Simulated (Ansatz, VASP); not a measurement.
This is a calculation of Sb for Ansatz 0.2.0.

Contents of input:

```
crystal:
  lattice:
    - [0.0, 2.4177492801, 2.4177492801]
    - [2.4177492801, 0.0, 2.4177492801]
    - [2.4177492801, 2.4177492801, 0.0]
  atoms:
    - { symbol: Sb, position: [0.0, 0.0, 0.0] }
hamiltonian:
  xc: hse06
  pseudopotentials: { kind: paw }
kpoints:
  mp_grid: { grid: [6, 6, 6] }
scf:
  occupations: { method: fermi_dirac, width: 0.05 }
output:
  forces: true
  stress: true
  eigenvalues: true
```

Set up the same calculation for VASP 6.6.1. Potentials there: VASP PAW PBE potentials, release 64 (Sb).

As run (the cutoff follows the program's own potentials):

POSCAR

```
Sb
1.0
    0.0000000000      2.4177492801      2.4177492801
    2.4177492801      0.0000000000      2.4177492801
    2.4177492801      2.4177492801      0.0000000000
Sb
1
Direct
    0.0000000000      0.0000000000      0.0000000000
```

The input INCAR.step1:

```
SYSTEM = Sb
ALGO = Normal ; EDIFF = 1E-5
ENCUT = 520 ; GGA = PE
ISIF = 2 ; ISMEAR = -1
LASPH = .TRUE. ; LREAL = .FALSE.
LWAVE = .TRUE. ; NBANDS = 8
NELM = 60 ; PREC = Accurate
SIGMA = 0.05
```

The input INCAR.step2:

```
SYSTEM = Sb
ALGO = Normal ; EDIFF = 1E-7
ENCUT = 520 ; GGA = PE
HFSCREEN = 0.2079 ; ISIF = 2
ISMEAR = -1 ; ISTART = 1
LASPH = .TRUE. ; LCHARG = .TRUE.
LELF = .TRUE. ; LHFCALC = .TRUE.
LREAL = .FALSE. ; LVHAR = .TRUE.
LWAVE = .FALSE. ; NBANDS = 8
NELM = 60 ; PREC = Accurate
PRECFOCK = Normal ; SIGMA = 0.05
```

File KPOINTS:

```
k-points
0
G
  6 6 6
  0 0 0
```

Potentials or basis: VASP PAW PBE potentials, release 64 (Sb).

Launch:

```console
$ cat potpaw_PBE.64/Sb/POTCAR > POTCAR
$ cp INCAR.step1 INCAR
$ mpirun -np 1 vasp_std > vasp.out
$ cp INCAR.step2 INCAR
$ mpirun -np 1 vasp_std > vasp.out
```

Both were run:

|  | VASP | Ansatz | Ansatz less VASP |
| --- | --- | --- | --- |
| gap on the k mesh at the Fermi level (eV) | none | none | - |
| pressure (GPa) | -4.3 | -3.4 | +0.89 |

A gap of «none» marks a metal or a gap that the smearing closes. The functional is the same, so the differences come from potentials, cutoffs and numerics. VASP's potentials hold 5 valence electrons a cell and Ansatz's 15, so a difference there can come from the potentials and not from the codes.

The k mesh is coarse, so the values compare programs but aren't converged. Spin-orbit coupling is off throughout.
